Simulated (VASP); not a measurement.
Sb2Se3, 5 atoms in the cell. The structure is trigonal, space group R-3m (No. 166). Conventional cell: a = 4.026 Å, b = 4.026 Å, c = 28.060 Å, α = 90.00°, β = 90.00°, γ = 120.00°. Within 3.7 Å of Sb (site symmetry 3m) lie 6 Se at 2.80 to 2.98 Å. Within 3.7 Å of Se (site symmetry 3m) lie 3 Sb at 2.80 Å and 3 Se at 3.42 Å. Se (site symmetry -3m) has 6 Sb at 2.98 Å and 12 Se at 4.03 to 4.14 Å within 4.2 Å. 

```yaml
Program: VASP 6.6.1
Task: relaxation of cell and atoms
Functional: PBE
Dispersion: D4
Potentials_or_basis: VASP PAW PBE potentials, release 64 (Sb, Se)
Cutoff: 600 eV
k_mesh: 6 × 6 × 6
Occupations: fermi-dirac, width 0.02 eV
Spin: no spin polarisation
Dipole_correction: no
Further_INCAR_settings: ALGO = Normal; EDIFF = 1e-06; IBRION = 2; EDIFFG = -0.005; NSW = 80; ISIF = 3
```

Potentials or basis: VASP PAW PBE potentials, release 64 (Sb, Se).

Launch:

```console
$ cat potpaw_PBE.64/Sb/POTCAR potpaw_PBE.64/Se/POTCAR > POTCAR
$ mpirun -np 1 vasp_std > vasp.out
```

Hardware: 1 thread of AMD EPYC 7R13 Processor (Zen 3) (shared host).

**Question.** Estimate the wall time of this run.

**Answer.** It took 19 min on 1 thread of AMD EPYC 7R13 Processor (Zen 3), on a shared host, peak memory 1 GiB. Counts: scf iterations 28, k points 32, ion steps 5.
